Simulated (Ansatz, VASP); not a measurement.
## Two plane-wave programs on Sb

```xyz
2
Lattice="2.1542 1.2437 3.7580 -2.1542 1.2437 3.7580 0.0000 -2.4875 3.7580" Properties=species:S:1:pos:R:3 pbc="T T T"
Sb    0.0000    0.0000    8.6416
Sb    0.0000    0.0000    2.6324
```

Alike in both runs: functional PBEsol; k mesh 6 × 6 × 6; occupations fermi-dirac, width 0.05 eV; no spin polarisation.

|  | VASP | Ansatz |
| --- | --- | --- |
| version | VASP 6.6.1 | Ansatz 0.2.0 |
| potentials or method | VASP PAW PBE potentials, release 64 (Sb) | Ansatz PAW |
| plane-wave cutoff (eV) | 520 | 420 |
| valence electrons in the cell | 10 | 30 |
| task | single point | density of states |

VASP gave:

| Item | Value |
| --- | --- |
| gap on the k mesh at the Fermi level (eV) | none |
| pressure (GPa) | 0.3 |
| traceless stress, the component that is largest in VASP (GPa) | -0.22 |
| rms of the force components (eV/Å) | 0.040 |

Q: Which values does Ansatz return?

A: gap on the k mesh at the Fermi level (eV): none; pressure (GPa): 0.1; traceless stress, the component that is largest in VASP (GPa): -0.18; rms of the force components (eV/Å): 0.010.

VASP's potentials were made for PBE, not for PBEsol. Atom by atom the forces differ by 0.030 eV/Å (rms over components). A gap of «none» marks a metal or a gap that the smearing closes. VASP's potentials hold 10 valence electrons a cell and Ansatz's 30, so a difference there can come from the potentials and not from the codes.

Neither program's run includes spin-orbit coupling.
